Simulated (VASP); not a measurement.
Runs of VASP 6.6.1 on Al2Cu. The cells are those of the table. 

```tsv
task	cell	k mesh	cutoff (eV)	gap on the mesh (eV)	pressure (GPa)	largest force (eV/Å)
single point	a = 4.923, b = 6.210, c = 4.749 Å, angles 74.6, 87.3, 70.3°, 9 atoms	7 × 6 × 7	520	none	0.4	(a)
single point	a = 4.867, b = 6.193, c = 4.797 Å, angles 74.0, 88.5, 72.1°, 9 atoms	3 × 2 × 3, shifted	520	none	0.3	0.02
single point	a = 6.191, b = 4.723, c = 4.601 Å, angles 82.2, 74.7, 85.1°, 9 atoms	2 × 3 × 3, shifted	520	none	0.3	0.02
relaxation of cell and atoms	relaxed from a = 4.867, b = 6.193, c = 4.797 Å, angles 74.0, 88.5, 72.1°, 9 atoms	5 × 4 × 5	600	none	-0.1	0.04
```

Alike in all rows: level PBEsol; potentials or basis VASP PAW PBE potentials, release 64 (Al, Cu); no spin polarisation; smearing gaussian 0.1 eV.

Task: Estimate the missing entries.

Result: (a) 0.09.

Caveats: some runs use coarse meshes; the PAW data sets were made with another functional, which shifts forces and pressure a little.

A gap of «none» marks levels without a gap at the run's occupations.
